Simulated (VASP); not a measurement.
A run of VASP 6.6.1:

Contents of INCAR:

```
PREC = Accurate
ENCUT = 600
EDIFF = 1E-6
ISMEAR = -1
SIGMA = 0.05
LREAL = False
LASPH = True
NELM = 60
ALGO = Normal
ISIF = 4
LWAVE = False
LCHARG = False
GGA = PS
IBRION = 2
NSW = 50
EDIFFG = -0.005
```

Contents of KPOINTS:

```
regular mesh
0
Gamma
  17 17 9
```

POSCAR

```
Al
1.0
    2.6458220859      0.0000000000      0.0000000000
   -1.3229110430      2.2913491403      0.0000000000
    0.0000000000      0.0000000000      4.3042506349
Al
2
Direct
    0.3333333333      0.6666666667      0.2500000000
    0.6666666667      0.3333333333      0.7500000000
```

Potentials or basis: VASP PAW PBE potentials, release 64 (Al).

The run is started by

```bash
$ cat potpaw_PBE.64/Al/POTCAR > POTCAR
$ mpirun -np 1 vasp_std > vasp.out
```

Hardware: 1 thread of AMD EPYC 7R13 Processor (Zen 3), with other jobs on the host.

Q: How long does it take, and how much memory?

A: It took 42 s on 1 thread of AMD EPYC 7R13 Processor (Zen 3) (shared host), peak memory 0.14 GiB. Counts: scf iterations 18, k points 165, ion steps 3.
